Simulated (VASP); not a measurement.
# SiGe (P6_3mc) in VASP: further runs

The runs below take SiGe through single point, with r2SCAN.

Everything below comes from runs of VASP 6.6.1. Logs are shortened: lines on timing, memory, paths and dates and some standing lists are left out, and cuts for length are marked.

### 1 The cell of the first run

Symmetry: P6_3mc, No. 186, hexagonal system. The conventional cell has a = 4.002 Å, b = 4.002 Å, c = 6.290 Å, α = 90.00°, β = 90.00°, γ = 120.00°. Si (site symmetry 3m) has 4 Ge at 2.35 to 2.44 Å within 3.1 Å. Ge (site symmetry 3m) has 4 Si at 2.35 to 2.44 Å within 3.1 Å.

### 2 Single point, r2SCAN (strain +0.025 along x and y, -0.025 along z)

POSCAR reads:

```
SiGe
1.0
    4.0020625810      0.0000000000      0.0000000000
   -2.0010312905      3.4658878627      0.0000000000
    0.0000000000      0.0000000000      6.2895134250
Si Ge
2 2
Direct
    0.6666666667      0.3333333333      0.8746070000
    0.3333333333      0.6666666667      0.3746070000
    0.6666666667      0.3333333333      0.5003920000
    0.3333333333      0.6666666667      0.0003920000
```

INCAR.step1 reads:

```
PREC = Accurate
ENCUT = 520
ISMEAR = 0
SIGMA = 0.05
LREAL = False
LASPH = True
NELM = 80
NBANDS = 26
GGA = PE
ALGO = Normal
EDIFF = 1E-4
LWAVE = True
LCHARG = False
```

INCAR.step2 reads:

```
PREC = Accurate
ENCUT = 520
EDIFF = 1E-7
ISMEAR = 0
SIGMA = 0.05
LREAL = False
LASPH = True
NELM = 80
ALGO = Normal
ISIF = 2
LWAVE = False
LCHARG = False
METAGGA = R2SCAN
LMIXTAU = True
NBANDS = 26
ISTART = 1
```

KPOINTS reads:

```
regular mesh
0
Gamma
  12 12 4
```

Potentials or basis: VASP PAW PBE potentials, release 64 (Si, Ge_d).

Launch:

```
$ cat potpaw_PBE.64/Si/POTCAR potpaw_PBE.64/Ge_d/POTCAR > POTCAR
$ cp INCAR.step1 INCAR
$ mpirun -np 1 vasp_std > vasp.out
$ cp INCAR.step2 INCAR
$ mpirun -np 1 vasp_std > vasp.out
```

OUTCAR:

```text
PREC = Accurate
   ENCUT = 520
   EDIFF = 1E-7
   ISMEAR = 0
   LREAL = False
   LASPH = True
   NELM = 80
   ISIF = 2
   METAGGA = R2SCAN
   ISTART = 1

 ion  position               nearest neighbor table
   1  0.667  0.333  0.875-   3 2.35   4 2.44   4 2.44   4 2.44
   2  0.333  0.667  0.375-   4 2.35   3 2.44   3 2.44   3 2.44
   3  0.667  0.333  0.500-   1 2.35   2 2.44   2 2.44   2 2.44
   4  0.333  0.667  0.000-   2 2.35   1 2.44   1 2.44   1 2.44

  LATTYP: Found a hexagonal cell.
 ALAT       =     4.0020625810
 C/A-ratio  =     1.5715679847

  Lattice vectors:

 A1 = (   4.0020625810,   0.0000000000,   0.0000000000)
 A2 = (  -2.0010312905,   3.4658878627,   0.0000000000)
 A3 = (   0.0000000000,   0.0000000000,   6.2895134250)

Analysis of symmetry for initial positions (statically):
=====================================================================
 Subroutine PRICEL returns:
 Original cell was already a primitive cell.

 Routine SETGRP: Setting up the symmetry group for a
 hexagonal supercell.

 Subroutine GETGRP returns: Found 12 space group operations
 (whereof  6 operations were pure point group operations)
 out of a pool of 24 trial point group operations.

The static configuration has the point symmetry C_3v.
 The point group associated with its full space group is C_6v.

Analysis of symmetry for dynamics (positions and initial velocities):
=====================================================================
 Subroutine PRICEL returns:
 Original cell was already a primitive cell.

 Routine SETGRP: Setting up the symmetry group for a
 hexagonal supercell.

 Subroutine GETGRP returns: Found 12 space group operations
 (whereof  6 operations were pure point group operations)
 out of a pool of 24 trial point group operations.

The dynamic configuration has the point symmetry C_3v.
 The point group associated with its full space group is C_6v.

 Subroutine INISYM returns: Found 12 space group operations
 (whereof  6 operations are pure point group operations),
 and found     1 'primitive' translations

----------------------------------------------------------------------------------------

                                     Primitive cell

  volume of cell :      87.2400

  direct lattice vectors                    reciprocal lattice vectors
     4.002062581  0.000000000  0.000000000     0.249871155  0.144263179  0.000000000
    -2.001031290  3.465887863  0.000000000     0.000000000  0.288526357  0.000000000
     0.000000000  0.000000000  6.289513425     0.000000000  0.000000000  0.158994811

  length of vectors
     4.002062581  4.002062581  6.289513425     0.288526357  0.288526357  0.158994811

  position of ions in fractional coordinates (direct lattice)
     0.666666667  0.333333333  0.874607000
     0.333333333  0.666666667  0.374607000
     0.666666667  0.333333333  0.500392000
     0.333333333  0.666666667  0.000392000

  ion indices of the primitive-cell ions
   primitive index   ion index
                 1           1
                 2           2
                 3           3
                 4           4

----------------------------------------------------------------------------------------

 KPOINTS: regular mesh

Automatic generation of k-mesh.
 Grid dimensions read from file:
 generate k-points for:   12   12    4

 Generating k-lattice:

  Cartesian coordinates                     Fractional coordinates (reciprocal lattice)
     0.020822596  0.012021932  0.000000000     0.083333333  0.000000000  0.000000000
     0.000000000  0.024043863  0.000000000     0.000000000  0.083333333  0.000000000
     0.000000000  0.000000000  0.039748703     0.000000000  0.000000000  0.250000000

  Length of vectors
     0.024043863  0.024043863  0.039748703

  Shift w.r.t. Gamma in fractional coordinates (k-lattice)
     0.000000000  0.000000000  0.000000000

 Subroutine IBZKPT returns following result:
 ===========================================

 Found     57 irreducible k-points:

 Following reciprocal coordinates:
            Coordinates               Weight
  0.000000  0.000000  0.000000      1.000000
  0.083333  0.000000  0.000000      6.000000
  0.166667  0.000000  0.000000      6.000000
  0.250000  0.000000  0.000000      6.000000
  0.333333  0.000000  0.000000      6.000000
  0.416667  0.000000  0.000000      6.000000
[... 16 lines left out ...]
  0.250000  0.000000  0.250000     12.000000
  0.333333  0.000000  0.250000     12.000000
 [... further k-points ...]
   k-points           NKPTS =     57   k-points in BZ     NKDIM =     57   number of bands    NBANDS=     26
   number of dos      NEDOS =    301   number of ions     NIONS =      4
   total plane-waves  NPLWV =  43200
   dimension x,y,z NGX =    30 NGY =   30 NGZ =   48
   dimension x,y,z NGXF=    60 NGYF=   60 NGZF=   96
   ions per type =               2   2
   NGX,Y,Z   is equivalent  to a cutoff of  12.46, 12.46, 12.69 a.u.
   NGXF,Y,Z  is equivalent  to a cutoff of  24.92, 24.92, 25.37 a.u.
 SYSTEM =  unknown system
   PREC   = accura    normal or accurate (medium, high low for compatibility)
   ISTART =      1    job   : 0-new  1-cont  2-samecut
   ICHARG =      0    charge: 1-file 2-atom 10-const
   ISPIN  =      1    spin polarized calculation?
   LNONCOLLINEAR =      F non collinear calculations
   LSORBIT =      F    spin-orbit coupling
   LASPH  =      T    aspherical Exc in radial PAW
   ENCUT  =  520.0 eV  38.22 Ry    6.18 a.u.   7.44  7.44 11.69*2*pi/ulx,y,z
   NELM   =     80;   NELMIN=  2; NELMDL=  0     # of ELM steps
   EDIFF  = 0.1E-06   stopping-criterion for ELM
   LREAL  =      F    real-space projection
   EDIFFG = 0.1E-05   stopping-criterion for IOM
   NSW    =      0    number of steps for IOM
   IBRION =     -1    ionic relax: 0-MD 1-quasi-New 2-CG
   NFREE  =      0    steps in history (QN), initial steepest desc. (CG)
   ISIF   =      2    stress and relaxation
   ISYM   =      2    0-nonsym 1-usesym 2-fastsym
   POTIM  = 0.5000    time-step for ionic-motion
   TEBEG  =    0.0;   TEEND  =   0.0 temperature during run
   PSTRESS=    0.0 pullay stress
   NELECT =      36.0000    total number of electrons
   NUPDOWN=      -1.0000    fix difference up-down
   EMIN   =  10.00;   EMAX   =-10.00  energy-range for DOS
   EFERMI =   0.00;   METHOD = LEGACY
   ISMEAR =     0;   SIGMA  =   0.05  broadening in eV -4-tet -1-fermi 0-gaus
   EFERMI_NEDOS =   21; number of points for ismear=-14 and -15
   IALGO  =     38    algorithm
   IMIX   =      4    mixing-type and parameters
     AMIX     =   0.40;   BMIX     =  1.00
     AMIX_MAG =   1.60;   BMIX_MAG =  1.00
  volume/ion in A,a.u.               =      21.81       147.18
  Fermi-wavevector in a.u.,A,eV,Ry     =   1.218813  2.303223 20.211535  1.485506
  Thomas-Fermi vector in A             =   2.354087
   LORBIT       =      0    0 simple, 1 ext, 2 COOP (PROOUT), +10 PAW based schemes
   METAGGA = R2SCAN    functional components
   LHFCALC =     F    Hartree Fock is set to
   AEXX    =    0.0000 exact exchange contribution
   IVDW    =     0    specifies the selected vdW correction
   LEPSILON=     F    determine dielectric tensor
   LRPA    =     F    only Hartree local field effects (RPA)
 non-spin polarized calculation
 Gauss-broadening in eV      SIGMA  =   0.05
  energy-cutoff  :      520.00
  volume of cell :       87.24
 maximum number of plane-waves:      2388
 NGX is ok and might be reduce to    30
   NGX = 15   NGY = 15   NGZ = 23

 number of electron      36.0000025 magnetization

 Free energy of the ion-electron system (eV)
  ---------------------------------------------------
  ext. energy  EPLUGINS =         0.00000000
  ---------------------------------------------------
  free energy    TOTEN  =       -45.06681590 eV

  energy without entropy =      -45.06680105  energy(sigma->0) =      -45.06680848

 E-fermi :   5.3351     XC(G=0): -10.2601

 val. band max:        5.2555555454   @ k =   0.0000   0.0000   0.0000
 cond. band min:       5.4046902531   @ k =   0.0000   0.0000   0.0000
 fundamental gap:      0.1491347077
 Fermi energy:         5.3350691604

 k-point     1 :       0.0000    0.0000    0.0000
  band No.  band energies     occupation
      1     -19.9730      2.00000
      2     -19.9719      2.00000
      3     -19.9644      2.00000
      4     -19.9644      2.00000
      5     -19.9614      2.00000
      6     -19.9614      2.00000
[... 18 lines left out ...]
     25       9.8180      0.00000
     26      11.9389      0.00000

 k-point     2 :       0.0833    0.0000    0.0000
  band No.  band energies     occupation
      1     -19.9729      2.00000
      2     -19.9717      2.00000
      3     -19.9645      2.00000
      4     -19.9641      2.00000
      5     -19.9613      2.00000
      6     -19.9610      2.00000
[... 18 lines left out ...]
     25      10.1255      0.00000
     26      11.4439      0.00000

 k-point     3 :       0.1667    0.0000    0.0000
  band No.  band energies     occupation
      1     -19.9729      2.00000
      2     -19.9710      2.00000
      3     -19.9646      2.00000
      4     -19.9631      2.00000
      5     -19.9610      2.00000
      6     -19.9598      2.00000
[... 18 lines left out ...]
     25      10.7606      0.00000
     26      10.9382      0.00000

 k-point     4 :       0.2500    0.0000    0.0000
  band No.  band energies     occupation
      1     -19.9731      2.00000
      2     -19.9701      2.00000
      3     -19.9647      2.00000
      4     -19.9619      2.00000
      5     -19.9604      2.00000
      6     -19.9583      2.00000
[... 18 lines left out ...]
     25      12.0012      0.00000
     26      12.0133      0.00000

 k-point     5 :       0.3333    0.0000    0.0000
  band No.  band energies     occupation
      1     -19.9736      2.00000
      2     -19.9692      2.00000
      3     -19.9648      2.00000
      4     -19.9608      2.00000
      5     -19.9595      2.00000
      6     -19.9569      2.00000
[... 18 lines left out ...]
     25      12.6508      0.00000
     26      12.9388      0.00000

 k-point     6 :       0.4167    0.0000    0.0000
  band No.  band energies     occupation
      1     -19.9741      2.00000
      2     -19.9686      2.00000
      3     -19.9649      2.00000
      4     -19.9601      2.00000
      5     -19.9588      2.00000
      6     -19.9558      2.00000
[... 427 lines left out ...]
 k-point    21 :       0.0833    0.0000    0.2500
  band No.  band energies     occupation
      1     -19.9727      2.00000
      2     -19.9718      2.00000
      3     -19.9641      2.00000
      4     -19.9637      2.00000
      5     -19.9618      2.00000
      6     -19.9615      2.00000
[... 18 lines left out ...]
     25       9.6239      0.00000
     26      12.1888      0.00000

 k-point    22 :       0.1667    0.0000    0.2500
  band No.  band energies     occupation
      1     -19.9726      2.00000
      2     -19.9713      2.00000
      3     -19.9641      2.00000
      4     -19.9626      2.00000
      5     -19.9615      2.00000
      6     -19.9603      2.00000
[... 18 lines left out ...]
     25      10.4127      0.00000
     26      11.8886      0.00000

 k-point    23 :       0.2500    0.0000    0.2500
  band No.  band energies     occupation
      1     -19.9728      2.00000
      2     -19.9708      2.00000
      3     -19.9639      2.00000
      4     -19.9613      2.00000
      5     -19.9610      2.00000
      6     -19.9588      2.00000
[... 18 lines left out ...]
     25      11.4799      0.00000
     26      11.6857      0.00000

 k-point    24 :       0.3333    0.0000    0.2500
  band No.  band energies     occupation
      1     -19.9732      2.00000
      2     -19.9704      2.00000
      3     -19.9636      2.00000
      4     -19.9602      2.00000
      5     -19.9601      2.00000
      6     -19.9574      2.00000
[... 18 lines left out ...]
     25      12.5497      0.00000
     26      12.6086      0.00000

 [... further k-points ...]

------------------------ aborting loop because EDIFF is reached ----------------------------------------

  FORCE on cell =-STRESS in cart. coord.  units (eV):
  Direction    XX          YY          ZZ          XY          YZ          ZX
  --------------------------------------------------------------------------------------
  -------------------------------------------------------------------------------------
  Total       -2.8253637     -2.8253637      3.0832492      0.0000000      0.0000000      0.0000000
  in kB      -51.8883093    -51.8883093     56.6244213      0.0000000      0.0000000      0.0000000
  external PRESSURE =     -15.7173991 kB  Pullay stress =       0.0000000 kB

 VOLUME and BASIS-vectors are now :
 -----------------------------------------------------------------------------
  energy-cutoff  :      520.00
  volume of cell :       87.24
      direct lattice vectors                 reciprocal lattice vectors
     4.002062581  0.000000000  0.000000000     0.249871155  0.144263179  0.000000000
    -2.001031290  3.465887863  0.000000000     0.000000000  0.288526357  0.000000000
     0.000000000  0.000000000  6.289513425     0.000000000  0.000000000  0.158994811

 POSITION                                       TOTAL-FORCE (eV/Angst)
 -----------------------------------------------------------------------------------
      2.00103      1.15530      5.50085        -0.000000     -0.000000      0.506466
     -0.00000      2.31059      2.35610        -0.000000     -0.000000      0.506466
      2.00103      1.15530      3.14722        -0.000000     -0.000000     -0.506466
     -0.00000      2.31059      0.00247         0.000000      0.000000     -0.506466
 -----------------------------------------------------------------------------------
    total drift:                               -0.000000     -0.000001      0.005475

  FREE ENERGIE OF THE ION-ELECTRON SYSTEM (eV)
  ---------------------------------------------------
  free  energy   TOTEN  =       -45.0668158975 eV

  energy  without entropy=      -45.0668010539  energy(sigma->0) =      -45.06680848
```

It took 7.7 min on 1 thread of Intel Xeon 6975P-C, shared host; peak memory 0.28 GiB.

Results:

```yaml
Free_energy: -45.0668 eV
Pressure: -1.6 GPa
Largest_force: 0.506 eV/Å
Band_gap_on_the_k_mesh: 0.15 eV, direct
```

Forces on the atoms (eV/Å):
```
Si   0.000  0.000  0.506
Si   0.000  0.000  0.506
Ge   0.000  0.000 -0.506
Ge   0.000  0.000 -0.506
```

Caveat: the cell differs from its parent crystal (strain +0.025 along x and y, -0.025 along z); the PAW data sets were made with another functional, which shifts forces and pressure a little. A k mesh can miss the band edges.

(Continued in part 2 of 2.)
